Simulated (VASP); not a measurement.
# V in VASP: a series of runs

V is run at these levels: PBE; tasks: single point, relaxation of cell and atoms.

All numbers are computed with VASP 6.6.1; they aren't measurements. Logs are shortened: lines on timing, memory, paths and dates and some standing lists are left out, and cuts for length are marked.

**1. The cell of the first run**

The structure is cubic, space group Im-3m (No. 229). The conventional cell has a = 2.997 Å, b = 2.997 Å, c = 2.997 Å, α = 90.00°, β = 90.00°, γ = 90.00°. V (site symmetry m-3m) has 14 V at 2.60 to 3.00 Å within 3.4 Å.

**2. Single point, PBE**

The input, INCAR:

```
SYSTEM = V
PREC = Accurate
ENCUT = 520
EDIFF = 1E-6
ISMEAR = 0
SIGMA = 0.1
LREAL = .FALSE.
LASPH = .TRUE.
NELM = 80
ALGO = Fast
ISIF = 2
LWAVE = .FALSE.
LCHARG = .FALSE.
GGA = PE
NBANDS = 12
```

The input, KPOINTS:

```
Automatic mesh
0
G
  26 26 26
  0 0 0
```

The input, POSCAR:

```
V
1.0
   -1.4985112519      1.4985112519      1.4984729593
    1.4985112519     -1.4985112519      1.4984729593
    1.4985112519      1.4985112519     -1.4984729593
V
1
Direct
    0.5000000000      0.5000000000      0.0000000000
```

Potentials or basis: VASP PAW PBE potentials, release 64 (V_sv).

Command:

```console
$ cat potpaw_PBE.64/V_sv/POTCAR > POTCAR
$ mpirun -np 1 vasp_std > vasp.out
```

OUTCAR:

```text
SYSTEM = V
   PREC = Accurate
   ENCUT = 520
   EDIFF = 1E-6
   ISMEAR = 0
   LREAL = .FALSE.
   LASPH = .TRUE.
   NELM = 80
   ISIF = 2
   GGA = PE

 ion  position               nearest neighbor table
   1  0.500  0.500  0.000-

  LATTYP: Found a body centered tetragonal cell.
 ALAT       =     2.9970225038
 C/A-ratio  =     0.9999744462

  Lattice vectors:

 A1 = (  -1.4985112519,   1.4985112519,   1.4984729593)
 A2 = (   1.4985112519,  -1.4985112519,   1.4984729593)
 A3 = (   1.4985112519,   1.4985112519,  -1.4984729593)

Analysis of symmetry for initial positions (statically):
=====================================================================
 Subroutine PRICEL returns:
 Original cell was already a primitive cell.

 Routine SETGRP: Setting up the symmetry group for a
 body centered tetragonal supercell.

 Subroutine GETGRP returns: Found 16 space group operations
 (whereof 16 operations were pure point group operations)
 out of a pool of 16 trial point group operations.

The static configuration has the point symmetry D_4h.

Analysis of symmetry for dynamics (positions and initial velocities):
=====================================================================
 Subroutine PRICEL returns:
 Original cell was already a primitive cell.

 Routine SETGRP: Setting up the symmetry group for a
 body centered tetragonal supercell.

 Subroutine GETGRP returns: Found 16 space group operations
 (whereof 16 operations were pure point group operations)
 out of a pool of 16 trial point group operations.

The dynamic configuration has the point symmetry D_4h.

 Subroutine INISYM returns: Found 16 space group operations
 (whereof 16 operations are pure point group operations),
 and found     1 'primitive' translations

----------------------------------------------------------------------------------------

                                     Primitive cell

  volume of cell :      13.4595

  direct lattice vectors                    reciprocal lattice vectors
    -1.498511252  1.498511252  1.498472959     0.000000000  0.333664495  0.333673022
     1.498511252 -1.498511252  1.498472959     0.333664495  0.000000000  0.333673022
     1.498511252  1.498511252 -1.498472959     0.333664495  0.333664495  0.000000000

  length of vectors
     2.595475516  2.595475516  2.595475516     0.471878883  0.471878883  0.471872854

  position of ions in fractional coordinates (direct lattice)
     0.500000000  0.500000000  0.000000000

  ion indices of the primitive-cell ions
   primitive index   ion index
                 1           1

----------------------------------------------------------------------------------------

 KPOINTS: Automatic mesh

Automatic generation of k-mesh.
 Grid dimensions read from file:
 generate k-points for:   26   26   26

 Generating k-lattice:

  Cartesian coordinates                     Fractional coordinates (reciprocal lattice)
     0.000000000  0.012833250  0.012833578     0.038461538  0.000000000  0.000000000
     0.012833250  0.000000000  0.012833578     0.000000000  0.038461538  0.000000000
     0.012833250  0.012833250  0.000000000     0.000000000  0.000000000  0.038461538

  Length of vectors
     0.018149188  0.018149188  0.018148956

  Shift w.r.t. Gamma in fractional coordinates (k-lattice)
     0.000000000  0.000000000  0.000000000

 Subroutine IBZKPT returns following result:
 ===========================================

 Found   1330 irreducible k-points:

 Following reciprocal coordinates:
            Coordinates               Weight
  0.000000  0.000000  0.000000      1.000000
  0.038462  0.000000 -0.000000      8.000000
  0.076923  0.000000 -0.000000      8.000000
  0.115385  0.000000 -0.000000      8.000000
  0.153846  0.000000 -0.000000      8.000000
  0.192308 -0.000000  0.000000      8.000000
[... 16 lines left out ...]
  0.346154  0.038462 -0.000000     16.000000
  0.384615  0.038462  0.000000     16.000000
 [... further k-points ...]
   k-points           NKPTS =   1330   k-points in BZ     NKDIM =   1330   number of bands    NBANDS=     12
   number of dos      NEDOS =    301   number of ions     NIONS =      1
   total plane-waves  NPLWV =   8000
   dimension x,y,z NGX =    20 NGY =   20 NGZ =   20
   dimension x,y,z NGXF=    40 NGYF=   40 NGZF=   40
   ions per type =               1
   NGX,Y,Z   is equivalent  to a cutoff of  12.81, 12.81, 12.81 a.u.
   NGXF,Y,Z  is equivalent  to a cutoff of  25.62, 25.62, 25.62 a.u.
 SYSTEM =  V
   PREC   = accura    normal or accurate (medium, high low for compatibility)
   ISTART =      0    job   : 0-new  1-cont  2-samecut
   ICHARG =      2    charge: 1-file 2-atom 10-const
   ISPIN  =      1    spin polarized calculation?
   LNONCOLLINEAR =      F non collinear calculations
   LSORBIT =      F    spin-orbit coupling
   LASPH  =      T    aspherical Exc in radial PAW
   ENCUT  =  520.0 eV  38.22 Ry    6.18 a.u.   4.83  4.83  4.83*2*pi/ulx,y,z
   NELM   =     80;   NELMIN=  2; NELMDL= -5     # of ELM steps
   EDIFF  = 0.1E-05   stopping-criterion for ELM
   LREAL  =      F    real-space projection
   EDIFFG = 0.1E-04   stopping-criterion for IOM
   NSW    =      0    number of steps for IOM
   IBRION =     -1    ionic relax: 0-MD 1-quasi-New 2-CG
   NFREE  =      0    steps in history (QN), initial steepest desc. (CG)
   ISIF   =      2    stress and relaxation
   ISYM   =      2    0-nonsym 1-usesym 2-fastsym
   POTIM  = 0.5000    time-step for ionic-motion
   TEBEG  =    0.0;   TEEND  =   0.0 temperature during run
   PSTRESS=    0.0 pullay stress
   NELECT =      13.0000    total number of electrons
   NUPDOWN=      -1.0000    fix difference up-down
   EMIN   =  10.00;   EMAX   =-10.00  energy-range for DOS
   EFERMI =   0.00;   METHOD = LEGACY
   ISMEAR =     0;   SIGMA  =   0.10  broadening in eV -4-tet -1-fermi 0-gaus
   EFERMI_NEDOS =   21; number of points for ismear=-14 and -15
   IALGO  =     68    algorithm
   IMIX   =      4    mixing-type and parameters
     AMIX     =   0.40;   BMIX     =  1.00
     AMIX_MAG =   1.60;   BMIX_MAG =  1.00
  volume/ion in A,a.u.               =      13.46        90.83
  Fermi-wavevector in a.u.,A,eV,Ry     =   1.618253  3.058054 35.630140  2.618741
  Thomas-Fermi vector in A             =   2.712546
   LORBIT       =      0    0 simple, 1 ext, 2 COOP (PROOUT), +10 PAW based schemes
   GGA     = PE    functional components
   LHFCALC =     F    Hartree Fock is set to
   AEXX    =    0.0000 exact exchange contribution
   IVDW    =     0    specifies the selected vdW correction
   LEPSILON=     F    determine dielectric tensor
   LRPA    =     F    only Hartree local field effects (RPA)
 non-spin polarized calculation
 RMM-DIIS sequential band-by-band and
 Gauss-broadening in eV      SIGMA  =   0.10
  energy-cutoff  :      520.00
  volume of cell :       13.46
 maximum number of plane-waves:       373
   NGX =  9   NGY =  9   NGZ =  9

 number of electron      12.9999990 magnetization

 Free energy of the ion-electron system (eV)
  ---------------------------------------------------
  ext. energy  EPLUGINS =         0.00000000
  ---------------------------------------------------
  free energy    TOTEN  =        -8.99623753 eV

  energy without entropy =       -8.98741331  energy(sigma->0) =       -8.99182542

 E-fermi :   9.7157     XC(G=0): -12.9091

 val. band max:        9.7131671758   @ k =  -0.3462   0.3846   0.1538
 cond. band min:       9.7160001158   @ k =  -0.1538  -0.3077   0.1538
 fundamental gap:      0.0028329400
 Fermi energy:         9.7157014874

 k-point     1 :       0.0000    0.0000    0.0000
  band No.  band energies     occupation
      1     -54.0057      2.00000
      2     -27.3050      2.00000
      3     -27.3050      2.00000
      4     -27.3050      2.00000
      5       3.1282      2.00000
      6      10.1263      0.00000
      7      10.1265      0.00000
      8      10.1265      0.00000
      9      12.1375      0.00000
     10      12.1377      0.00000
     11      30.2093      0.00000
     12      30.2098      0.00000

 k-point     2 :       0.0385    0.0000   -0.0000
  band No.  band energies     occupation
      1     -54.0028      2.00000
      2     -27.3187      2.00000
      3     -27.3092      2.00000
      4     -27.3051      2.00000
      5       3.1883      2.00000
      6      10.1006      0.00000
      7      10.1216      0.00000
      8      10.1692      0.00000
      9      12.1068      0.00000
     10      12.1391      0.00000
     11      30.1049      0.00000
     12      30.2077      0.00000

 k-point     3 :       0.0769    0.0000   -0.0000
  band No.  band energies     occupation
      1     -53.9945      2.00000
      2     -27.3589      2.00000
      3     -27.3215      2.00000
      4     -27.3054      2.00000
      5       3.3666      2.00000
      6      10.0253      0.00001
      7      10.1029      0.00000
      8      10.2963      0.00000
      9      12.0246      0.00000
     10      12.1443      0.00000
     11      29.7838      0.00000
     12      30.1628      0.00000

 k-point     4 :       0.1154    0.0000   -0.0000
  band No.  band energies     occupation
      1     -53.9811      2.00000
      2     -27.4229      2.00000
      3     -27.3411      2.00000
      4     -27.3058      2.00000
      5       3.6556      2.00000
      6       9.9070      0.00682
      7      10.0591      0.00000
      8      10.5039      0.00000
      9      11.9192      0.00000
     10      12.1544      0.00000
     11      29.2477      0.00000
     12      30.0259      0.00000

 k-point     5 :       0.1538    0.0000   -0.0000
  band No.  band energies     occupation
      1     -53.9634      2.00000
      2     -27.5066      2.00000
      3     -27.3668      2.00000
      4     -27.3064      2.00000
      5       4.0426      2.00000
      6       9.7550      0.57814
      7       9.9786      0.00020
      8      10.7855      0.00000
      9      11.8281      0.00000
     10      12.1712      0.00000
     11      28.4954      0.00000
     12      29.7207      0.00000
[... 228 lines left out ...]
      1     -53.8823      2.00000
      2     -27.8743      2.00000
      3     -27.4817      2.00000
      4     -27.3144      2.00000
      5       5.7976      2.00000
      6       9.1235      2.00000
      7       9.6303      1.77308
      8      11.8469      0.00000
      9      12.2406      0.00000
     10      12.3263      0.00000
     11      24.6277      0.00000
     12      27.5587      0.00000

 k-point    22 :       0.3077    0.0385   -0.0000
  band No.  band energies     occupation
      1     -53.8600      2.00000
      2     -27.9723      2.00000
      3     -27.5140      2.00000
      4     -27.3152      2.00000
      5       6.1822      2.00000
      6       8.9603      2.00000
      7       9.7534      0.59389
      8      11.9371      0.00000
      9      12.3753      0.00000
     10      12.6918      0.00000
     11      23.3956      0.00000
     12      26.9583      0.00000

 k-point    23 :       0.3462    0.0385   -0.0000
  band No.  band energies     occupation
      1     -53.8403      2.00000
      2     -28.0578      2.00000
      3     -27.5424      2.00000
      4     -27.3160      2.00000
      5       6.4230      2.00000
      6       8.8208      2.00000
      7      10.0537      0.00000
      8      12.0265      0.00000
      9      12.4291      0.00000
     10      13.1165      0.00000
     11      22.2249      0.00000
     12      26.4378      0.00000

 k-point    24 :       0.3846    0.0385    0.0000
  band No.  band energies     occupation
      1     -53.8243      2.00000
      2     -28.1262      2.00000
      3     -27.5651      2.00000
      4     -27.3166      2.00000
      5       6.5350      2.00000
      6       8.7109      2.00000
      7      10.4748      0.00000
      8      12.0954      0.00000
      9      12.4856      0.00000
     10      13.4845      0.00000
     11      21.1914      0.00000
     12      26.0243      0.00000

 [... further k-points ...]
[... 5 lines left out ...]
  --------------------------------------------------------------------------------------
  -------------------------------------------------------------------------------------
  Total        0.0316910      0.0316910      0.0319851      0.0000000      0.0000000      0.0000000
  in kB        3.7724047      3.7724047      3.8074092      0.0000000      0.0000000      0.0000000
  external PRESSURE =       3.7840729 kB  Pullay stress =       0.0000000 kB

 VOLUME and BASIS-vectors are now :
 -----------------------------------------------------------------------------
  energy-cutoff  :      520.00
  volume of cell :       13.46
      direct lattice vectors                 reciprocal lattice vectors
    -1.498511252  1.498511252  1.498472959     0.000000000  0.333664495  0.333673022
     1.498511252 -1.498511252  1.498472959     0.333664495  0.000000000  0.333673022
     1.498511252  1.498511252 -1.498472959     0.333664495  0.333664495  0.000000000

 POSITION                                       TOTAL-FORCE (eV/Angst)
 -----------------------------------------------------------------------------------
      0.00000      0.00000      1.49847        -0.000000      0.000000      0.000000
 -----------------------------------------------------------------------------------
    total drift:                               -0.000000     -0.000000      0.000000

  FREE ENERGIE OF THE ION-ELECTRON SYSTEM (eV)
  ---------------------------------------------------
  free  energy   TOTEN  =        -8.9962375263 eV

  energy  without entropy=       -8.9874133124  energy(sigma->0) =       -8.99182542
```

It took 1.8 min on 1 thread of Intel Xeon Platinum 8375C at 2.90GHz (Ice Lake), shared host; peak memory 0.3 GiB.

Results:

```
Free energy : -8.9962 eV
Pressure    : 0.4 GPa
```

Levels at points of the mesh, in eV from the Fermi level:
```
           k point  band 4  band 5  band 6  band 7  band 8  band 9  band 10  band 11
(0.00, 0.00, 0.00)  -37.02   -6.59    0.41    0.41    0.41    2.42     2.42    20.49
(0.50, 0.00, 0.00)  -37.03   -3.17   -1.13    1.64    2.42    2.78     4.11    10.18
(0.50, 0.50, 0.00)  -37.03   -3.17   -1.13    1.64    2.42    2.78     4.11    10.18
(0.50, 0.50, 0.50)  -37.64   -3.00   -3.00    3.72    3.72    3.72    10.21    10.21
```

[end of part 1 of 2]
